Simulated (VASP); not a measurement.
Set up this calculation in VASP 6.6.1, as the native input.

```
Task                   : single point
Functional             : LDA
Potentials or basis    : VASP PAW LDA potentials, release 64 (Ti_sv, H)
Cutoff                 : 520 eV
k mesh                 : 10 × 10 × 5
Occupations            : fermi-dirac, width 0.1 eV
Spin                   : no spin polarisation
Dipole correction      : no
Further INCAR settings : ALGO = Normal; EDIFF = 1e-06; NBANDS = 21
```

The structure of TiH lies in POSCAR:

```
TiH
1.0
    2.8775820000      0.0000000000      0.0000000000
   -1.4387910000      2.4920591135      0.0000000000
    0.0000000000      0.0000000000      5.2632940000
Ti H
2 2
Direct
    0.0000000000      0.0000000000      0.0000000000
    0.0000000000      0.0000000000      0.5000000000
    0.6666670000      0.3333330000      0.7500000000
    0.3333330000      0.6666670000      0.2500000000
```

These files were run (other wordings do the same):

INCAR

```
SYSTEM = TiH
ALGO = Normal
EDIFF = 1E-6
ENCUT = 520
ISIF = 2
ISMEAR = -1
LASPH = .True.
LCHARG = .True.
LELF = .True.
LREAL = .False.
LVHAR = .True.
LWAVE = .False.
NBANDS = 21
NELM = 100
PREC = Accurate
SIGMA = 0.1
```

KPOINTS

```
k-points
0
Gamma
  10 10 5
  0 0 0
```

Potentials or basis: VASP PAW LDA potentials, release 64 (Ti_sv, H).

The run is started by

```bash
$ cat potpaw_LDA.64/Ti_sv/POTCAR potpaw_LDA.64/H/POTCAR > POTCAR
$ mpirun -np 1 vasp_std > vasp.out
```

Results of the run:

```json
{"Pressure": "-8.7 GPa", "Band gap on the k mesh": "zero (bands 13 and 14 overlap by 1.11 eV)"}
```

Caveat: the cell stands under tension.

Wall time 44 s on 1 thread of Intel Xeon 8259CL (shared host), peak memory 0.16 GiB.
